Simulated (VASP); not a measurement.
# TiWN2 (P-6m2) in VASP: single point with PBE

Aim: the single point of TiWN2 with PBE.

Everything below comes from runs of VASP 6.6.1. Logs are shortened: lines on timing, memory, paths and dates and some standing lists are left out, and cuts for length are marked.

### Step 1. The cell of the first run

It takes space group P-6m2 (No. 187, hexagonal). Conventional cell: a = 2.869 Å, b = 2.869 Å, c = 5.623 Å, α = 90.00°, β = 90.00°, γ = 120.00°. Within 2.9 Å of Ti (site symmetry -6m2) lie 6 N at 2.20 Å and 2 W at 2.81 Å and 6 Ti at 2.87 Å. Within 2.9 Å of W (site symmetry -6m2) lie 6 N at 2.14 Å and 2 Ti at 2.81 Å and 6 W at 2.87 Å. N (site symmetry 3m) has 3 W at 2.14 Å and 3 Ti at 2.20 Å and 8 N at 2.72 to 2.90 Å within 3.0 Å.

### Step 2. Single point, PBE

The input, INCAR:

```
PREC = Accurate
ENCUT = 1330
EDIFF = 1E-6
ISMEAR = 0
SIGMA = 0.1
LREAL = F
LASPH = T
NELM = 120
ALGO = Normal
ISIF = 2
LWAVE = F
LCHARG = F
GGA = PE
NBANDS = 26
GGA_COMPAT = F
```

The input, KPOINTS:

```
regular mesh
0
Gamma
  18 18 8
```

The input, POSCAR:

```
TiWN2
1.0
    2.8689499000      0.0000000000      0.0000000000
   -1.4344749500      2.4845834956      0.0000000000
    0.0000000000      0.0000000000      5.6229639453
Ti W N
1 1 2
Direct
    0.3333333333      0.6666666667      0.5000000000
    0.3333333333      0.6666666667      0.0000000000
    0.0000000000      0.0000000000      0.7582345735
    0.0000000000      0.0000000000      0.2417654265
```

Potentials or basis: VASP PAW PBE potentials, release 64 (Ti_sv, W_sv, N_h).

The run is started by

```bash
$ cat potpaw_PBE.64/Ti_sv/POTCAR potpaw_PBE.64/W_sv/POTCAR potpaw_PBE.64/N_h/POTCAR > POTCAR
$ mpirun -np 1 vasp_std > vasp.out
```

OUTCAR:

```text
PREC = Accurate
   ENCUT = 1330
   EDIFF = 1E-6
   ISMEAR = 0
   LREAL = F
   LASPH = T
   NELM = 120
   ISIF = 2
   GGA = PE

 ion  position               nearest neighbor table
   1  0.333  0.667  0.500-   3 2.20   4 2.20   3 2.20   4 2.20   3 2.20   4 2.20   2 2.81   2 2.81

   2  0.333  0.667  0.000-   3 2.14   4 2.14   3 2.14   4 2.14   3 2.14   4 2.14   1 2.81   1 2.81

   3  0.000  0.000  0.758-   2 2.14   2 2.14   2 2.14   1 2.20   1 2.20   1 2.20
   4  0.000  0.000  0.242-   2 2.14   2 2.14   2 2.14   1 2.20   1 2.20   1 2.20

  LATTYP: Found a hexagonal cell.
 ALAT       =     2.8689499000
 C/A-ratio  =     1.9599380056

  Lattice vectors:

 A1 = (   2.8689499000,   0.0000000000,   0.0000000000)
 A2 = (  -1.4344749500,   2.4845834956,   0.0000000000)
 A3 = (   0.0000000000,   0.0000000000,   5.6229639453)

Analysis of symmetry for initial positions (statically):
=====================================================================
 Subroutine PRICEL returns:
 Original cell was already a primitive cell.

 Routine SETGRP: Setting up the symmetry group for a
 hexagonal supercell.

 Subroutine GETGRP returns: Found 12 space group operations
 (whereof 12 operations were pure point group operations)
 out of a pool of 24 trial point group operations.

The static configuration has the point symmetry D_3h.

Analysis of symmetry for dynamics (positions and initial velocities):
=====================================================================
 Subroutine PRICEL returns:
 Original cell was already a primitive cell.

 Routine SETGRP: Setting up the symmetry group for a
 hexagonal supercell.

 Subroutine GETGRP returns: Found 12 space group operations
 (whereof 12 operations were pure point group operations)
 out of a pool of 24 trial point group operations.

The dynamic configuration has the point symmetry D_3h.

 Subroutine INISYM returns: Found 12 space group operations
 (whereof 12 operations are pure point group operations),
 and found     1 'primitive' translations

----------------------------------------------------------------------------------------

                                     Primitive cell

  volume of cell :      40.0813

  direct lattice vectors                    reciprocal lattice vectors
     2.868949900  0.000000000  0.000000000     0.348559590  0.201240973  0.000000000
    -1.434474950  2.484583496  0.000000000     0.000000000  0.402481946  0.000000000
     0.000000000  0.000000000  5.622963945     0.000000000  0.000000000  0.177842150

  length of vectors
     2.868949900  2.868949900  5.622963945     0.402481946  0.402481946  0.177842150

  position of ions in fractional coordinates (direct lattice)
     0.333333333  0.666666667  0.500000000
     0.333333333  0.666666667  0.000000000
     0.000000000  0.000000000  0.758234573
     0.000000000  0.000000000  0.241765427

  ion indices of the primitive-cell ions
   primitive index   ion index
                 1           1
                 2           2
                 3           3
                 4           4

----------------------------------------------------------------------------------------

 KPOINTS: regular mesh

Automatic generation of k-mesh.
 Grid dimensions read from file:
 generate k-points for:   18   18    8

 Generating k-lattice:

  Cartesian coordinates                     Fractional coordinates (reciprocal lattice)
     0.019364422  0.011180054  0.000000000     0.055555556  0.000000000  0.000000000
     0.000000000  0.022360108  0.000000000     0.000000000  0.055555556  0.000000000
     0.000000000  0.000000000  0.022230269     0.000000000  0.000000000  0.125000000

  Length of vectors
     0.022360108  0.022360108  0.022230269

  Shift w.r.t. Gamma in fractional coordinates (k-lattice)
     0.000000000  0.000000000  0.000000000

 Subroutine IBZKPT returns following result:
 ===========================================

 Found    185 irreducible k-points:

 Following reciprocal coordinates:
            Coordinates               Weight
  0.000000  0.000000  0.000000      1.000000
  0.055556  0.000000  0.000000      6.000000
  0.111111  0.000000  0.000000      6.000000
  0.166667  0.000000  0.000000      6.000000
  0.222222  0.000000  0.000000      6.000000
  0.277778  0.000000  0.000000      6.000000
[... 16 lines left out ...]
  0.333333  0.111111  0.000000     12.000000
  0.388889  0.111111  0.000000     12.000000
 [... further k-points ...]
   k-points           NKPTS =    185   k-points in BZ     NKDIM =    185   number of bands    NBANDS=     26
   number of dos      NEDOS =    301   number of ions     NIONS =      4
   total plane-waves  NPLWV =  90720
   dimension x,y,z NGX =    36 NGY =   36 NGZ =   70
   dimension x,y,z NGXF=    72 NGYF=   72 NGZF=  140
   ions per type =               1   1   2
   NGX,Y,Z   is equivalent  to a cutoff of  20.86, 20.86, 20.70 a.u.
   NGXF,Y,Z  is equivalent  to a cutoff of  41.72, 41.72, 41.39 a.u.
 SYSTEM =  unknown system
   PREC   = accura    normal or accurate (medium, high low for compatibility)
   ISTART =      0    job   : 0-new  1-cont  2-samecut
   ICHARG =      2    charge: 1-file 2-atom 10-const
   ISPIN  =      1    spin polarized calculation?
   LNONCOLLINEAR =      F non collinear calculations
   LSORBIT =      F    spin-orbit coupling
   LASPH  =      T    aspherical Exc in radial PAW
   ENCUT  = 1330.0 eV  97.75 Ry    9.89 a.u.   8.53  8.53 16.72*2*pi/ulx,y,z
   NELM   =    120;   NELMIN=  2; NELMDL= -5     # of ELM steps
   EDIFF  = 0.1E-05   stopping-criterion for ELM
   LREAL  =      F    real-space projection
[... 7 lines left out ...]
   TEBEG  =    0.0;   TEEND  =   0.0 temperature during run
   PSTRESS=    0.0 pullay stress
   NELECT =      36.0000    total number of electrons
   NUPDOWN=      -1.0000    fix difference up-down
   EMIN   =  10.00;   EMAX   =-10.00  energy-range for DOS
   EFERMI =   0.00;   METHOD = LEGACY
   ISMEAR =     0;   SIGMA  =   0.10  broadening in eV -4-tet -1-fermi 0-gaus
   EFERMI_NEDOS =   21; number of points for ismear=-14 and -15
   IALGO  =     38    algorithm
   IMIX   =      4    mixing-type and parameters
     AMIX     =   0.40;   BMIX     =  1.00
     AMIX_MAG =   1.60;   BMIX_MAG =  1.00
  volume/ion in A,a.u.               =      10.02        67.62
  Fermi-wavevector in a.u.,A,eV,Ry     =   1.579532  2.984882 33.945458  2.494921
  Thomas-Fermi vector in A             =   2.679897
   LORBIT       =      0    0 simple, 1 ext, 2 COOP (PROOUT), +10 PAW based schemes
   GGA     = PE    functional components
   LHFCALC =     F    Hartree Fock is set to
   AEXX    =    0.0000 exact exchange contribution
   IVDW    =     0    specifies the selected vdW correction
   LEPSILON=     F    determine dielectric tensor
   LRPA    =     F    only Hartree local field effects (RPA)
 non-spin polarized calculation
 Gauss-broadening in eV      SIGMA  =   0.10
  energy-cutoff  :     1330.00
  volume of cell :       40.08
 maximum number of plane-waves:      4474
 NGX is ok and might be reduce to    36
   NGX = 17   NGY = 17   NGZ = 33

 number of electron      36.0000001 magnetization

 Free energy of the ion-electron system (eV)
  ---------------------------------------------------
  ext. energy  EPLUGINS =         0.00000000
  ---------------------------------------------------
  free energy    TOTEN  =       -41.48810297 eV

  energy without entropy =      -41.48410280  energy(sigma->0) =      -41.48610288

 E-fermi :  12.0202     XC(G=0): -13.4064

 val. band max:       12.0168753999   @ k =   0.0000   0.0000   0.3750
 cond. band min:      12.0216065260   @ k =   0.2778   0.2778   0.1250
 fundamental gap:      0.0047311261
 Fermi energy:        12.0202346294

 k-point     1 :       0.0000    0.0000    0.0000
  band No.  band energies     occupation
      1     -63.6248      2.00000
      2     -45.1015      2.00000
      3     -28.0301      2.00000
      4     -27.4325      2.00000
      5     -27.4325      2.00000
      6     -21.5944      2.00000
[... 18 lines left out ...]
     25      14.9097      0.00000
     26      15.0936      0.00000

 k-point     2 :       0.0556    0.0000    0.0000
  band No.  band energies     occupation
      1     -63.6227      2.00000
      2     -45.0985      2.00000
      3     -28.0247      2.00000
      4     -27.4617      2.00000
      5     -27.4389      2.00000
      6     -21.5904      2.00000
[... 18 lines left out ...]
     25      14.7921      0.00000
     26      14.8998      0.00000

 k-point     3 :       0.1111    0.0000    0.0000
  band No.  band energies     occupation
      1     -63.6168      2.00000
      2     -45.0898      2.00000
      3     -28.0092      2.00000
      4     -27.5451      2.00000
      5     -27.4574      2.00000
      6     -21.5786      2.00000
[... 18 lines left out ...]
     25      14.9580      0.00000
     26      15.8983      0.00000

 k-point     4 :       0.1667    0.0000    0.0000
  band No.  band energies     occupation
      1     -63.6077      2.00000
      2     -45.0765      2.00000
      3     -27.9854      2.00000
      4     -27.6711      2.00000
      5     -27.4855      2.00000
      6     -21.5606      2.00000
[... 18 lines left out ...]
     25      15.0744      0.00000
     26      15.4250      0.00000
[... 496 lines left out ...]
      1     -63.5703      2.00000
      2     -45.0219      2.00000
      3     -28.1215      2.00000
      4     -27.8869      2.00000
      5     -27.6449      2.00000
      6     -21.4862      2.00000
[... 18 lines left out ...]
     25      16.3078      0.00000
     26      17.1773      0.00000

 k-point    23 :       0.3333    0.1111    0.0000
  band No.  band energies     occupation
      1     -63.5617      2.00000
      2     -45.0092      2.00000
      3     -28.2219      2.00000
      4     -27.8640      2.00000
      5     -27.6804      2.00000
      6     -21.5344      2.00000
[... 18 lines left out ...]
     25      16.5172      0.00000
     26      17.5191      0.00000

 k-point    24 :       0.3889    0.1111    0.0000
  band No.  band energies     occupation
      1     -63.5560      2.00000
      2     -45.0009      2.00000
      3     -28.2867      2.00000
      4     -27.8490      2.00000
      5     -27.7034      2.00000
      6     -21.5805      2.00000
[... 18 lines left out ...]
     25      16.6391      0.00000
     26      17.7341      0.00000

 [... further k-points ...]

------------------------ aborting loop because EDIFF is reached ----------------------------------------

  FORCE on cell =-STRESS in cart. coord.  units (eV):
  Direction    XX          YY          ZZ          XY          YZ          ZX
  --------------------------------------------------------------------------------------
  -------------------------------------------------------------------------------------
  Total        0.2248240      0.2248240      0.2839300      0.0000000      0.0000000     -0.0000000
  in kB        8.9869320      8.9869320     11.3495857      0.0000000      0.0000000     -0.0000000
  external PRESSURE =       9.7744832 kB  Pullay stress =       0.0000000 kB

 VOLUME and BASIS-vectors are now :
 -----------------------------------------------------------------------------
  energy-cutoff  :     1330.00
  volume of cell :       40.08
      direct lattice vectors                 reciprocal lattice vectors
     2.868949900  0.000000000  0.000000000     0.348559590  0.201240973  0.000000000
    -1.434474950  2.484583496  0.000000000     0.000000000  0.402481946  0.000000000
     0.000000000  0.000000000  5.622963945     0.000000000  0.000000000  0.177842150

 POSITION                                       TOTAL-FORCE (eV/Angst)
 -----------------------------------------------------------------------------------
     -0.00000      1.65639      2.81148        -0.000000      0.000000      0.000000
     -0.00000      1.65639      0.00000        -0.000000     -0.000000      0.000000
      0.00000      0.00000      4.26353         0.000000     -0.000000     -0.060103
      0.00000      0.00000      1.35944         0.000000     -0.000000      0.060103
 -----------------------------------------------------------------------------------
    total drift:                                0.000000     -0.000000     -0.000000

  FREE ENERGIE OF THE ION-ELECTRON SYSTEM (eV)
  ---------------------------------------------------
  free  energy   TOTEN  =       -41.4881029666 eV

  energy  without entropy=      -41.4841027967  energy(sigma->0) =      -41.48610288
```

Run time: 12 min. Hardware: 1 thread of Intel Xeon Platinum 8259CL at 2.50GHz (Skylake/Cascade Lake), shared host; peak memory 0.89 GiB.

Results:

- Free energy: -41.4881 eV
- Pressure: 1.0 GPa
- Largest force: 0.060 eV/Å
- Band gap on the k mesh: zero (bands 18 and 19 overlap by 0.80 eV)

Forces in eV/Å, atoms in the order of the input:
```
Ti   0.000  0.000  0.000
W    0.000  0.000  0.000
N    0.000  0.000 -0.060
N    0.000  0.000  0.060
```

Caveat: spin-orbit coupling is left out, which moves the levels of the heavy elements.
